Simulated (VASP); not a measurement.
# SnO2 (P4_2/mnm) in VASP: further runs

The runs below take SnO2 through single point, with r2SCAN.

Everything below comes from runs of VASP 6.6.1. Logs are shortened: lines on timing, memory, paths and dates and some standing lists are left out, and cuts for length are marked.

**1. The cell of the first run**

It takes space group P4_2/mnm (No. 136, tetragonal). The conventional cell has a = 4.950 Å, b = 4.950 Å, c = 3.126 Å, α = 90.00°, β = 90.00°, γ = 90.00°. Within 2.7 Å of Sn (site symmetry mmm) lie 6 O at 2.06 to 2.15 Å. O (site symmetry m2m) has 3 Sn at 2.06 to 2.15 Å and 1 O at 2.70 Å within 2.7 Å.

**2. Single point, r2SCAN**

The input, POSCAR:

```
SnO2
1.0
    4.9503353745      0.0000000000      0.0000000000
    0.0000000000      4.9503353745      0.0000000000
    0.0000000000      0.0000000000      3.1255411218
Sn O
2 4
Direct
    0.5000000000      0.5000000000      0.5000000000
    0.0000000000      0.0000000000      0.0000000000
    0.3072284319      0.3072284319      0.0000000000
    0.8072284319      0.1927715681      0.5000000000
    0.1927715681      0.8072284319      0.5000000000
    0.6927715681      0.6927715681      0.0000000000
```

The input, INCAR.step1:

```
SYSTEM = SnO2
ALGO = Normal
EDIFF = 1E-4
ENCUT = 520
GGA = PE
ISMEAR = 0
LASPH = .True.
LCHARG = .False.
LREAL = .False.
LWAVE = .True.
NBANDS = 35
NELM = 100
PREC = Accurate
SIGMA = 0.02
```

The input, INCAR.step2:

```
SYSTEM = SnO2
ALGO = Normal
EDIFF = 1E-7
ENCUT = 520
ISIF = 2
ISMEAR = 0
ISTART = 1
LASPH = .True.
LCHARG = .True.
LELF = .True.
LMIXTAU = .True.
LREAL = .False.
LVHAR = .True.
LWAVE = .False.
METAGGA = R2SCAN
NBANDS = 35
NELM = 100
PREC = Accurate
SIGMA = 0.02
```

The input, KPOINTS:

```
k-points
0
Gamma
  6 6 8
  0 0 0
```

Potentials or basis: VASP PAW PBE potentials, release 64 (Sn_d, O).

On the command line:

```sh
$ cat potpaw_PBE.64/Sn_d/POTCAR potpaw_PBE.64/O/POTCAR > POTCAR
$ cp INCAR.step1 INCAR
$ mpirun -np 1 vasp_std > vasp.out
$ cp INCAR.step2 INCAR
$ mpirun -np 1 vasp_std > vasp.out
```

OUTCAR:

```text
SYSTEM = SnO2
   EDIFF = 1E-7
   ENCUT = 520
   ISIF = 2
   ISMEAR = 0
   ISTART = 1
   LASPH = .True.
   LREAL = .False.
   METAGGA = R2SCAN
   NELM = 100
   PREC = Accurate

 ion  position               nearest neighbor table
   1  0.500  0.500  0.500-   3 2.06   6 2.06   3 2.06   6 2.06   5 2.15   4 2.15
   2  0.000  0.000  0.000-   4 2.06   5 2.06   4 2.06   5 2.06   3 2.15   6 2.15
   3  0.307  0.307  0.000-   1 2.06   1 2.06   2 2.15
   4  0.807  0.193  0.500-   2 2.06   2 2.06   1 2.15
   5  0.193  0.807  0.500-   2 2.06   2 2.06   1 2.15
   6  0.693  0.693  0.000-   1 2.06   1 2.06   2 2.15

  LATTYP: Found a simple tetragonal cell.
 ALAT       =     4.9503353745
 C/A-ratio  =     0.6313796713

  Lattice vectors:

 A1 = (   4.9503353745,   0.0000000000,   0.0000000000)
 A2 = (   0.0000000000,   4.9503353745,   0.0000000000)
 A3 = (   0.0000000000,   0.0000000000,   3.1255411218)

Analysis of symmetry for initial positions (statically):
=====================================================================
 Subroutine PRICEL returns:
 Original cell was already a primitive cell.

 Routine SETGRP: Setting up the symmetry group for a
 simple tetragonal supercell.

 Subroutine GETGRP returns: Found 16 space group operations
 (whereof  8 operations were pure point group operations)
 out of a pool of 16 trial point group operations.

The static configuration has the point symmetry D_2h.
 The point group associated with its full space group is D_4h.

Analysis of symmetry for dynamics (positions and initial velocities):
=====================================================================
 Subroutine PRICEL returns:
 Original cell was already a primitive cell.

 Routine SETGRP: Setting up the symmetry group for a
 simple tetragonal supercell.

 Subroutine GETGRP returns: Found 16 space group operations
 (whereof  8 operations were pure point group operations)
 out of a pool of 16 trial point group operations.

The dynamic configuration has the point symmetry D_2h.
 The point group associated with its full space group is D_4h.

 Subroutine INISYM returns: Found 16 space group operations
 (whereof  8 operations are pure point group operations),
 and found     1 'primitive' translations

----------------------------------------------------------------------------------------

                                     Primitive cell

  volume of cell :      76.5939

  direct lattice vectors                    reciprocal lattice vectors
     4.950335374  0.000000000  0.000000000     0.202006516  0.000000000  0.000000000
     0.000000000  4.950335374  0.000000000     0.000000000  0.202006516  0.000000000
     0.000000000  0.000000000  3.125541122     0.000000000  0.000000000  0.319944599

  length of vectors
     4.950335374  4.950335374  3.125541122     0.202006516  0.202006516  0.319944599

  position of ions in fractional coordinates (direct lattice)
     0.500000000  0.500000000  0.500000000
     0.000000000  0.000000000  0.000000000
     0.307228432  0.307228432  0.000000000
     0.807228432  0.192771568  0.500000000
     0.192771568  0.807228432  0.500000000
     0.692771568  0.692771568  0.000000000

  ion indices of the primitive-cell ions
   primitive index   ion index
                 1           1
                 2           2
                 3           3
                 4           4
                 5           5
                 6           6

----------------------------------------------------------------------------------------

 KPOINTS: k-points

Automatic generation of k-mesh.
 Grid dimensions read from file:
 generate k-points for:    6    6    8

 Generating k-lattice:

  Cartesian coordinates                     Fractional coordinates (reciprocal lattice)
     0.033667753  0.000000000  0.000000000     0.166666667  0.000000000  0.000000000
     0.000000000  0.033667753  0.000000000     0.000000000  0.166666667  0.000000000
     0.000000000  0.000000000  0.039993075     0.000000000  0.000000000  0.125000000

  Length of vectors
     0.033667753  0.033667753  0.039993075

  Shift w.r.t. Gamma in fractional coordinates (k-lattice)
     0.000000000  0.000000000  0.000000000

 Subroutine IBZKPT returns following result:
 ===========================================

 Found     50 irreducible k-points:

 Following reciprocal coordinates:
            Coordinates               Weight
  0.000000  0.000000  0.000000      1.000000
  0.166667  0.000000  0.000000      4.000000
  0.333333  0.000000  0.000000      4.000000
  0.500000  0.000000  0.000000      2.000000
  0.166667  0.166667  0.000000      4.000000
  0.333333  0.166667  0.000000      8.000000
[... 16 lines left out ...]
  0.333333  0.000000  0.250000      8.000000
  0.500000  0.000000  0.250000      4.000000
 [... further k-points ...]
   k-points           NKPTS =     50   k-points in BZ     NKDIM =     50   number of bands    NBANDS=     35
   number of dos      NEDOS =    301   number of ions     NIONS =      6
   total plane-waves  NPLWV =  38400
   dimension x,y,z NGX =    40 NGY =   40 NGZ =   24
   dimension x,y,z NGXF=    80 NGYF=   80 NGZF=   48
   ions per type =               2   4
   NGX,Y,Z   is equivalent  to a cutoff of  13.43, 13.43, 12.77 a.u.
   NGXF,Y,Z  is equivalent  to a cutoff of  26.87, 26.87, 25.53 a.u.
 SYSTEM =  SnO2
   PREC   = accura    normal or accurate (medium, high low for compatibility)
   ISTART =      1    job   : 0-new  1-cont  2-samecut
   ICHARG =      0    charge: 1-file 2-atom 10-const
   ISPIN  =      1    spin polarized calculation?
   LNONCOLLINEAR =      F non collinear calculations
   LSORBIT =      F    spin-orbit coupling
   LASPH  =      T    aspherical Exc in radial PAW
   ENCUT  =  520.0 eV  38.22 Ry    6.18 a.u.   9.20  9.20  5.81*2*pi/ulx,y,z
   NELM   =    100;   NELMIN=  2; NELMDL=  0     # of ELM steps
   EDIFF  = 0.1E-06   stopping-criterion for ELM
   LREAL  =      F    real-space projection
   EDIFFG = 0.1E-05   stopping-criterion for IOM
   NSW    =      0    number of steps for IOM
   IBRION =     -1    ionic relax: 0-MD 1-quasi-New 2-CG
   NFREE  =      0    steps in history (QN), initial steepest desc. (CG)
   ISIF   =      2    stress and relaxation
   ISYM   =      2    0-nonsym 1-usesym 2-fastsym
   POTIM  = 0.5000    time-step for ionic-motion
   TEBEG  =    0.0;   TEEND  =   0.0 temperature during run
   PSTRESS=    0.0 pullay stress
   NELECT =      52.0000    total number of electrons
   NUPDOWN=      -1.0000    fix difference up-down
   EMIN   =  10.00;   EMAX   =-10.00  energy-range for DOS
   EFERMI =   0.00;   METHOD = LEGACY
   ISMEAR =     0;   SIGMA  =   0.02  broadening in eV -4-tet -1-fermi 0-gaus
   EFERMI_NEDOS =   21; number of points for ismear=-14 and -15
   IALGO  =     38    algorithm
   IMIX   =      4    mixing-type and parameters
     AMIX     =   0.40;   BMIX     =  1.00
     AMIX_MAG =   1.60;   BMIX_MAG =  1.00
  volume/ion in A,a.u.               =      12.77        86.15
  Fermi-wavevector in a.u.,A,eV,Ry     =   1.438835  2.719005 28.167426  2.070247
  Thomas-Fermi vector in A             =   2.557758
   LORBIT       =      0    0 simple, 1 ext, 2 COOP (PROOUT), +10 PAW based schemes
   METAGGA = R2SCAN    functional components
   LHFCALC =     F    Hartree Fock is set to
   AEXX    =    0.0000 exact exchange contribution
   IVDW    =     0    specifies the selected vdW correction
   LEPSILON=     F    determine dielectric tensor
   LRPA    =     F    only Hartree local field effects (RPA)
 non-spin polarized calculation
 Gauss-broadening in eV      SIGMA  =   0.02
  energy-cutoff  :      520.00
  volume of cell :       76.59
 maximum number of plane-waves:      2076
 NGX is ok and might be reduce to    40
   NGX = 19   NGY = 19   NGZ = 11

 number of electron      52.0000000 magnetization

 Free energy of the ion-electron system (eV)
  ---------------------------------------------------
  ext. energy  EPLUGINS =         0.00000000
  ---------------------------------------------------
  free energy    TOTEN  =       -84.43549506 eV

  energy without entropy =      -84.43549506  energy(sigma->0) =      -84.43549506

 E-fermi :   5.0854     XC(G=0): -11.6307

 val. band max:        4.8917537794   @ k =   0.0000   0.0000   0.0000
 cond. band min:       6.3297801615   @ k =   0.0000   0.0000   0.0000
 fundamental gap:      1.4380263822
 Fermi energy:         5.0854408190

 k-point     1 :       0.0000    0.0000    0.0000
  band No.  band energies     occupation
      1     -16.7937      2.00000
      2     -16.1295      2.00000
      3     -15.7373      2.00000
      4     -15.7373      2.00000
      5     -15.7218      2.00000
      6     -15.6032      2.00000
[... 27 lines left out ...]
     34      16.8707      0.00000
     35      17.7387      0.00000

 k-point     2 :       0.1667    0.0000    0.0000
  band No.  band energies     occupation
      1     -16.7565      2.00000
      2     -16.1759      2.00000
      3     -15.7362      2.00000
      4     -15.7362      2.00000
      5     -15.7205      2.00000
      6     -15.6296      2.00000
[... 27 lines left out ...]
     34      16.9551      0.00000
     35      17.7377      0.00000

 k-point     3 :       0.3333    0.0000    0.0000
  band No.  band energies     occupation
      1     -16.6492      2.00000
      2     -16.3102      2.00000
      3     -15.7342      2.00000
      4     -15.7341      2.00000
      5     -15.7158      2.00000
      6     -15.6775      2.00000
[... 27 lines left out ...]
     34      17.6026      0.00000
     35      17.7245      0.00000

 k-point     4 :       0.5000    0.0000    0.0000
  band No.  band energies     occupation
      1     -16.4882      2.00000
      2     -16.4882      2.00000
      3     -15.7331      2.00000
      4     -15.7331      2.00000
      5     -15.7044      2.00000
      6     -15.7044      2.00000
[... 27 lines left out ...]
     34      17.6209      0.00000
     35      18.5500      0.00000

 k-point     5 :       0.1667    0.1667    0.0000
  band No.  band energies     occupation
      1     -16.7270      2.00000
      2     -16.2228      2.00000
      3     -15.7375      2.00000
      4     -15.7340      2.00000
      5     -15.7188      2.00000
      6     -15.6497      2.00000
[... 638 lines left out ...]
 k-point    22 :       0.1667    0.0000    0.2500
  band No.  band energies     occupation
      1     -16.5047      2.00000
      2     -16.3334      2.00000
      3     -16.2402      2.00000
      4     -15.8312      2.00000
      5     -15.6180      2.00000
      6     -15.6056      2.00000
[... 27 lines left out ...]
     34      17.2125      0.00000
     35      17.6259      0.00000

 k-point    23 :       0.3333    0.0000    0.2500
  band No.  band energies     occupation
      1     -16.5114      2.00000
      2     -16.4134      2.00000
      3     -16.1246      2.00000
      4     -15.8882      2.00000
      5     -15.6185      2.00000
      6     -15.6115      2.00000
[... 27 lines left out ...]
     34      17.4669      0.00000
     35      17.7829      0.00000

 k-point    24 :       0.5000    0.0000    0.2500
  band No.  band energies     occupation
      1     -16.4806      2.00000
      2     -16.4806      2.00000
      3     -15.9952      2.00000
      4     -15.9952      2.00000
      5     -15.6165      2.00000
      6     -15.6165      2.00000
[... 27 lines left out ...]
     34      17.6153      0.00000
     35      18.0210      0.00000

 [... further k-points ...]
[... 5 lines left out ...]
  --------------------------------------------------------------------------------------
  -------------------------------------------------------------------------------------
  Total       -4.8682177     -4.8682177      0.7069981     -0.0000000      0.0000000      0.0000000
  in kB     -101.8324304   -101.8324304     14.7888477     -0.0000000      0.0000000      0.0000000
  external PRESSURE =     -62.9586710 kB  Pullay stress =       0.0000000 kB

 VOLUME and BASIS-vectors are now :
 -----------------------------------------------------------------------------
  energy-cutoff  :      520.00
  volume of cell :       76.59
      direct lattice vectors                 reciprocal lattice vectors
     4.950335374  0.000000000  0.000000000     0.202006516  0.000000000  0.000000000
     0.000000000  4.950335374  0.000000000     0.000000000  0.202006516  0.000000000
     0.000000000  0.000000000  3.125541122     0.000000000  0.000000000  0.319944599

 POSITION                                       TOTAL-FORCE (eV/Angst)
 -----------------------------------------------------------------------------------
      2.47517      2.47517      1.56277         0.000000     -0.000000      0.000000
      0.00000      0.00000      0.00000         0.000000     -0.000000      0.000000
      1.52088      1.52088      0.00000        -0.042116     -0.042116     -0.000000
      3.99605      0.95428      1.56277        -0.042116      0.042116      0.000000
      0.95428      3.99605      1.56277         0.042116     -0.042116      0.000000
      3.42945      3.42945      0.00000         0.042116      0.042116      0.000000
 -----------------------------------------------------------------------------------
    total drift:                                0.000000      0.000000     -0.000000

  FREE ENERGIE OF THE ION-ELECTRON SYSTEM (eV)
  ---------------------------------------------------
  free  energy   TOTEN  =       -84.4354950620 eV

  energy  without entropy=      -84.4354950620  energy(sigma->0) =      -84.43549506
```

It took 4.6 min on 1 thread of Intel Xeon 6975P-C (Granite Rapids), shared host; peak memory 0.26 GiB.

Results:

* Free energy: -84.4355 eV
* Pressure: -6.3 GPa
* Largest force: 0.060 eV/Å
* Band gap on the k mesh: 1.44 eV

Forces on the atoms (eV/Å):
```
Sn   0.000  0.000  0.000
Sn   0.000  0.000  0.000
O   -0.042 -0.042  0.000
O   -0.042  0.042  0.000
O    0.042 -0.042  0.000
O    0.042  0.042  0.000
```

Caveat: the cell stands under tension; the PAW data sets were made with another functional, which shifts forces and pressure a little; spin-orbit coupling is left out, which moves the levels of the heavy elements.

**3. Single point, r2SCAN (biaxial strain in the a-b plane: +6.0 %)**

POSCAR: that of step 2 with these lines changed.

```diff
@@ -2,5 +2,5 @@
 1.0
-    4.9503353745      0.0000000000      0.0000000000
-    0.0000000000      4.9503353745      0.0000000000
-    0.0000000000      0.0000000000      3.1255411218
+    5.0455341317      0.0000000000      0.0000000000
+    0.0000000000      5.0455341317      0.0000000000
+    0.0000000000      0.0000000000      3.0854851683
 Sn O
```

The input, INCAR.step1:

```
SYSTEM = SnO2
PREC = Accurate
ENCUT = 520
ISMEAR = 0
SIGMA = 0.02
LREAL = .False.
LASPH = .True.
NELM = 60
NBANDS = 35
GGA = PE
ALGO = Normal
EDIFF = 1E-4
LWAVE = .True.
LCHARG = .False.
```

The input, INCAR.step2:

```
SYSTEM = SnO2
PREC = Accurate
ENCUT = 520
EDIFF = 1E-6
ISMEAR = 0
SIGMA = 0.02
LREAL = .False.
LASPH = .True.
NELM = 60
ALGO = Normal
ISIF = 2
LWAVE = .False.
LCHARG = .False.
METAGGA = R2SCAN
LMIXTAU = .True.
NBANDS = 35
ISTART = 1
```

The input, KPOINTS:

```
regular mesh
0
Gamma
  6 6 8
  0 0 0
```

Potentials or basis: VASP PAW PBE potentials, release 64 (Sn_d, O).

On the command line:

```sh
$ cat potpaw_PBE.64/Sn_d/POTCAR potpaw_PBE.64/O/POTCAR > POTCAR
$ cp INCAR.step1 INCAR
$ mpirun -np 1 vasp_std > vasp.out
$ cp INCAR.step2 INCAR
$ mpirun -np 1 vasp_std > vasp.out
```

It took 4.2 min on 1 thread of Intel Xeon 6975P-C (Granite Rapids), shared host; peak memory 0.26 GiB.

The run converged. Its results:

| Property | Result |
| --- | --- |
| Free energy | -84.2000 eV |
| Pressure | -8.7 GPa |
| Largest force | 0.120 eV/Å |
| Band gap on the k mesh | 1.31 eV |

Forces on the atoms (eV/Å):
```
Sn   0.000  0.000  0.000
Sn   0.000  0.000  0.000
O    0.085  0.085  0.000
O    0.085 -0.085  0.000
O   -0.085  0.085  0.000
O   -0.085 -0.085  0.000
```

Stress tensor (GPa, compression positive):
```
-14.31   0.00   0.00
  0.00 -14.31   0.00
  0.00   0.00   2.45
```

Levels at points of the mesh, in eV from the valence-band top:
| k point | band 23 | band 24 | band 25 | band 26 | band 27 | band 28 | band 29 | band 30 |
| --- | --- | --- | --- | --- | --- | --- | --- | --- |
| (0.00, 0.00, 0.00) | -0.96 | -0.81 | -0.81 | 0.00 | 1.31 | 6.82 | 7.23 | 7.23 |
| (0.50, 0.00, 0.00) | -0.93 | -0.93 | -0.67 | -0.67 | 4.27 | 4.27 | 8.09 | 8.09 |
| (0.50, 0.50, 0.00) | -1.00 | -1.00 | -0.97 | -0.97 | 4.85 | 4.85 | 8.13 | 8.13 |
| (0.00, 0.00, 0.50) | -1.39 | -1.39 | -1.14 | -1.14 | 6.06 | 6.06 | 9.61 | 9.61 |
| (0.50, 0.00, 0.50) | -1.01 | -1.01 | -0.86 | -0.86 | 6.23 | 6.23 | 7.68 | 7.68 |
| (0.50, 0.50, 0.50) | -0.94 | -0.94 | -0.84 | -0.84 | 4.76 | 4.76 | 9.09 | 9.09 |

Caveat: the cell differs from its parent crystal (biaxial strain in the a-b plane: +6.0 %); the cell stands under tension; the PAW data sets were made with another functional, which shifts forces and pressure a little; spin-orbit coupling is left out, which moves the levels of the heavy elements.
